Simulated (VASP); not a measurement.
Input of a VASP 6.6.1 run:

Contents of INCAR:

```
ALGO = Normal ; DIPOL = 0.5 0.5 0.500
EDIFF = 1E-6 ; ENCUT = 520
GGA = PS ; IDIPOL = 3
ISIF = 2 ; ISMEAR = 0
LASPH = T ; LCHARG = F
LDIPOL = T ; LREAL = F
LWAVE = F ; NBANDS = 51
NELM = 100 ; PREC = Accurate
SIGMA = 0.1
```

The input KPOINTS:

```
k-points
0
Gamma
  10 10 1
```

Contents of POSCAR:

```
TiC
1.0
    3.0355752600      0.0000000000      0.0000000000
    0.0000000000      3.0355752600      0.0000000000
    0.0000000000      0.0000000000     24.5859034040
Ti C
5 5
Direct
    0.5000000000      0.5000000000      0.3283284458
    0.0000000000      0.0000000000      0.4134093703
    0.5000000000      0.5000000000      0.4999999977
    0.0000000000      0.0000000000      0.5865906280
    0.5000000000      0.5000000000      0.6716715599
    0.0000000000      1.0000000000      0.3238376798
    0.5000000000      0.5000000000      0.4123396577
    0.0000000000      1.0000000000      0.4999999939
    0.5000000000      0.5000000000      0.5876603378
    1.0000000000      0.0000000000      0.6761623292
```

Potentials or basis: VASP PAW PBE potentials, release 64 (Ti_sv, C).

Run with:

```sh
$ cat potpaw_PBE.64/Ti_sv/POTCAR potpaw_PBE.64/C/POTCAR > POTCAR
$ mpirun -np 1 vasp_std > vasp.out
```

(1) Predict the largest force.

(2) What does it give for the band gap on the k mesh?

Answers

(1) 0.010 eV/Å.

(2) zero (bands 40 and 41 overlap by 0.86 eV).

Caveat: the PAW data sets were made with another functional, which shifts forces and pressure a little.
